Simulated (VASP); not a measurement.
Runs of VASP 6.6.1 on SnTe. The structure is cubic, space group Fm-3m (No. 225). The conventional cell has a = 6.379 Å, b = 6.379 Å, c = 6.379 Å, α = 90.00°, β = 90.00°, γ = 90.00°. Within 4.2 Å of Sn (site symmetry m-3m) lie 6 Te at 3.19 Å. Te (site symmetry m-3m) has 6 Sn at 3.19 Å within 4.2 Å. 

| level | spin | k mesh | cutoff (eV) | smearing | grid for exact exchange (PRECFOCK) | screening parameter | gap on the mesh (eV) | pressure (GPa) |
| --- | --- | --- | --- | --- | --- | --- | --- | --- |
| PBE | collinear, zero start | 6 × 6 × 6 | 500 | fermi-dirac 0.02 eV | - | - | 0.01 | 0.6 |
| PBEsol | off | 6 × 6 × 6 | 500 | fermi-dirac 0.02 eV | - | - | 0.04 | -1.9 |
| PBE | off | 6 × 6 × 6 | 500 | fermi-dirac 0.02 eV | - | - | 0.01 | 0.6 |
| HSE06 | off | 4 × 4 × 4 | 520 | methfessel-paxton 0.2 eV | Normal | 0.2079 1/Å | (c) | (a) |
| PBE | off | 6 × 6 × 6 | 500 | fermi-dirac 0.05 eV | - | - | 0.01 | 0.5 |
| HSE06 | off | 5 × 5 × 5 | 520 | fermi-dirac 0.02 eV | Normal | 0.2079 1/Å | - | -0.6 |
| PBE | off | 2 × 2 × 2 | 500 | fermi-dirac 0.02 eV | - | - | (b) | 4.3 |
| PBE | off | 6 × 6 × 6 | 500 | gaussian 0.001 eV | - | - | - | 0.6 |
| PBE | off | 6 × 6 × 6 | 500 | methfessel-paxton 0.001 eV | - | - | - | 0.6 |

Alike in all rows: task single point; potentials or basis VASP PAW PBE potentials, release 64 (Sn_d, Te); cell as given.

Q: Estimate the missing entries.

A: (a) -0.7; (b) 0.06; (c) 0.19.

Caveats: some runs use coarse meshes; spin-orbit coupling is left out, which moves the levels of the heavy elements; the PAW data sets were made with another functional, which shifts forces and pressure a little (some runs).

A k mesh can miss the band edges, and the runs leave out spin-orbit coupling on Sn, Te.
